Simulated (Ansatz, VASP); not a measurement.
## PPb2: VASP beside Ansatz

```xyz
3
Lattice="0.0000 3.5561 3.5561 3.5561 0.0000 3.5561 3.5561 3.5561 0.0000" Properties=species:S:1:pos:R:3 pbc="T T T"
P     0.0000    0.0000    0.0000
Pb    1.7780    1.7780    1.7780
Pb    5.3341    5.3341    5.3341
```

Alike in both runs: functional PBE; k mesh 4 × 4 × 4; occupations gaussian, width 0.1 eV; no spin polarisation.

Ansatz relaxed the structure, and its values are those at the end. VASP's run is a single point on that final structure, the one shown.

|  | VASP | Ansatz |
| --- | --- | --- |
| version | VASP 6.6.1 | Ansatz 0.2.0 |
| potentials or method | VASP PAW PBE potentials, release 64 (P, Pb_d), cutoff 520 eV | scalar-relativistic, plane waves, PAW |
| valence electrons in the cell | 33 | 33 |

|  | VASP | Ansatz | Ansatz less VASP |
| --- | --- | --- | --- |
| gap on the k mesh at the Fermi level (eV) | none | none | - |
| pressure (GPa) | 0.1 | 0.2 | +0.05 |

A gap of «none» marks a metal or a gap that the smearing closes.

The k mesh is coarse, so the values compare programs but aren't converged. Spin-orbit coupling is off throughout.
